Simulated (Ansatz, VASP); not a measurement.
## One calculation of Be, two programs

Contents of INCAR:

```
SYSTEM = Be
ALGO = Normal
EDIFF = 1E-6
ENCUT = 520
GGA = RE
ISIF = 2
ISMEAR = -1
LASPH = .True.
LCHARG = .True.
LELF = .True.
LREAL = .False.
LVHAR = .True.
LWAVE = .False.
NBANDS = 9
NELM = 100
PREC = Accurate
SIGMA = 0.1
```

Contents of KPOINTS:

```
k-points
0
Gamma
  12 12 12
  0 0 0
```

The input POSCAR:

```
Be
1.0
    0.0000000000      2.4008162629      2.4008162629
    2.4008162629      0.0000000000      2.4008162629
    2.4008162629      2.4008162629      0.0000000000
Be
2
Direct
    0.1250000000      0.1250000000      0.1250000000
    0.8750000000      0.8750000000      0.8750000000
```

Input for Ansatz:

```yaml
crystal:
  lattice:
    - [0.0, 2.4008162629, 2.4008162629]
    - [2.4008162629, 0.0, 2.4008162629]
    - [2.4008162629, 2.4008162629, 0.0]
  atoms:
    - { symbol: Be, position: [0.125, 0.125, 0.125] }
    - { symbol: Be, position: [0.875, 0.875, 0.875] }
hamiltonian:
  xc: revpbe
  pseudopotentials:
    kind: paw
    azcp:
      Be: "pseudopotentials/Be.paw.azcp"
basis:
  ecutwfc: 420
  fft_grid_basis: typed
kpoints:
  mp_grid: { grid: [12, 12, 12], shift: [0, 0, 0] }
magnetization:
  spin_polarized: false
scf:
  occupations: { method: fermi_dirac, width: 0.1 }
  lower_state_search: "off"
output:
  stress: true
  write_density: true
  write_potential: true
  elf: true
  volumetric_format: npy
```

Alike in both runs: task single point; functional revPBE; k mesh 12 × 12 × 12; occupations fermi-dirac, width 0.1 eV; no spin polarisation.

```csv
,VASP,Ansatz
version,VASP 6.6.1,Ansatz 0.2.0
potentials or method,"VASP PAW PBE potentials, release 64 (Be), cutoff 520 eV","plane waves (420 eV) with PAW, scalar-relativistic"
valence electrons in the cell,4,4
```

|  | VASP | Ansatz | Ansatz less VASP |
| --- | --- | --- | --- |
| pressure (GPa) | 4.0 | 4.0 | 0.00 |

VASP's potentials were made for PBE, not for revPBE.
